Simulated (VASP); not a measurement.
## Pd: single point with r2SCAN

Pd:

```
CELL_PARAMETERS angstrom
0.00000 1.95677 1.95677
1.95677 0.00000 1.95677
1.95677 1.95677 0.00000
ATOMIC_POSITIONS crystal
Pd 0.00000 0.00000 0.00000
```

```yaml
Program: VASP 6.6.1
Task: single point
Functional: r2SCAN
Potentials_or_basis: VASP PAW PBE potentials, release 64 (Pd)
Cutoff: 520 eV
k_mesh: 14 × 14 × 14
Occupations: methfessel-paxton, width 0.2 eV
Spin: collinear spin, ferromagnetic start
Starting_moments: "[0.436] μB"
```

```yaml
Pressure: 0.7 GPa
Net_moment: 0.49 μB per cell
Site_moments: Pd +0.50 μB
Valence_electrons_inside_the_program's_atomic_spheres: Pd 9.45
```

Levels at points of the mesh, in eV from the Fermi level:
Spin up:
| k point | band 3 | band 4 | band 5 | band 6 | band 7 | band 8 |
| --- | --- | --- | --- | --- | --- | --- |
| (0.00, 0.00, 0.00) | -3.24 | -3.24 | -1.59 | -1.59 | 17.89 | 21.74 |
| (0.50, 0.00, 0.00) | -3.25 | -0.43 | -0.43 | 1.23 | 7.29 | 17.30 |
| (0.50, 0.50, 0.00) | -0.42 | -0.15 | -0.15 | 3.55 | 10.91 | 13.70 |
Spin down:
| k point | band 3 | band 4 | band 5 | band 6 | band 7 | band 8 |
| --- | --- | --- | --- | --- | --- | --- |
| (0.00, 0.00, 0.00) | -2.68 | -2.68 | -1.20 | -1.20 | 17.89 | 22.80 |
| (0.50, 0.00, 0.00) | -2.82 | 0.13 | 0.13 | 1.18 | 7.64 | 17.27 |
| (0.50, 0.50, 0.00) | -0.01 | 0.52 | 0.52 | 3.54 | 11.14 | 13.75 |

Wall time 56 s on 1 thread of Intel(R) Xeon(R) 6975P-C (Granite Rapids), on a shared host, peak memory 0.18 GiB.

Caveat: the PAW data sets were made with another functional, which shifts forces and pressure a little.
